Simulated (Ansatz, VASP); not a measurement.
# Two plane-wave programs on Al9H

Contents of INCAR:

```
PREC = Accurate
ENCUT = 520
EDIFF = 1E-6
ISMEAR = 0
SIGMA = 0.1
LREAL = F
LASPH = T
NELM = 60
ALGO = Normal
ISIF = 2
LWAVE = F
LCHARG = F
LDIPOL = T
IDIPOL = 3
DIPOL = 0.5 0.5 0.315
GGA = PE
NBANDS = 25
```

Contents of KPOINTS:

```
regular mesh
0
Gamma
  9 3 1
```

Contents of POSCAR:

```
Al9H
1.0
    2.8543223330      0.0000000000      0.0000000000
   -1.4271611665      9.7033329366      0.0000000000
    0.0000000000      0.0000000000     21.7902708969
Al H
9 1
Direct
    0.5324485604      0.0648971207      0.1835681630
    0.6709687938      0.3419375876      0.2292758741
    0.2986728405      0.5973456810      0.2384174163
    0.9263768872      0.8527537744      0.2475589585
    0.0639738222      0.1277383808      0.2937147080
    0.1995905480      0.4042696935      0.3452583266
    0.8288544886      0.6597110299      0.3524478004
    0.4526361687      0.9111292155      0.3607640453
    0.5925232094      0.1814597089      0.4034034702
    0.8425232094      0.4314597089      0.4983999946
```

Input for Ansatz:

```yaml
crystal:
  lattice:
    - [2.854322333, 0.0, 0.0]
    - [-1.4271611665, 9.7033329366, 0.0]
    - [0.0, 0.0, 21.7902708969]
  atoms:
    - { symbol: Al, position: [0.5324485604, 0.0648971207, 0.183568163] }
    - { symbol: Al, position: [0.6709687938, 0.3419375876, 0.2292758741] }
    - { symbol: Al, position: [0.2986728405, 0.597345681, 0.2384174163] }
    - { symbol: Al, position: [0.9263768872, 0.8527537744, 0.2475589585] }
    - { symbol: Al, position: [0.0639738222, 0.1277383808, 0.293714708] }
    - { symbol: Al, position: [0.199590548, 0.4042696935, 0.3452583266] }
    - { symbol: Al, position: [0.8288544886, 0.6597110299, 0.3524478004] }
    - { symbol: Al, position: [0.4526361687, 0.9111292155, 0.3607640453] }
    - { symbol: Al, position: [0.5925232094, 0.1814597089, 0.4034034702] }
    - { symbol: H, position: [0.8425232094, 0.4314597089, 0.4983999946] }
basis:
  ecutwfc: 420
kpoints:
  mp_grid: { grid: [9, 3, 1] }
hamiltonian:
  xc: pbe
scf:
  occupations: { method: gaussian, width: 0.1 }
output:
  forces: true
  eigenvalues: true
efield:
  axis: 3
  dipole_correction: true
  ramp_width: 0.04
```

Alike in both runs: task single point; functional PBE; k mesh 9 × 3 × 1; occupations gaussian, width 0.1 eV; no spin polarisation.

|  | VASP | Ansatz |
| --- | --- | --- |
| version | VASP 6.6.1 | Ansatz 0.2.0 |
| potentials or method | VASP PAW PBE potentials, release 64 (Al, H), cutoff 520 eV | scalar-relativistic, plane waves, PAW |
| valence electrons in the cell | 28 | 28 |

|  | VASP | Ansatz | Ansatz less VASP |
| --- | --- | --- | --- |
| gap on the k mesh at the Fermi level (eV) | none | none | - |
| rms of the force components (eV/Å) | 0.139 | 0.139 | +0.0003 |

Atom by atom the forces differ by 0.001 eV/Å (rms over components). A gap of «none» marks a metal or a gap that the smearing closes. The functional is the same, so the differences come from potentials, cutoffs and numerics.
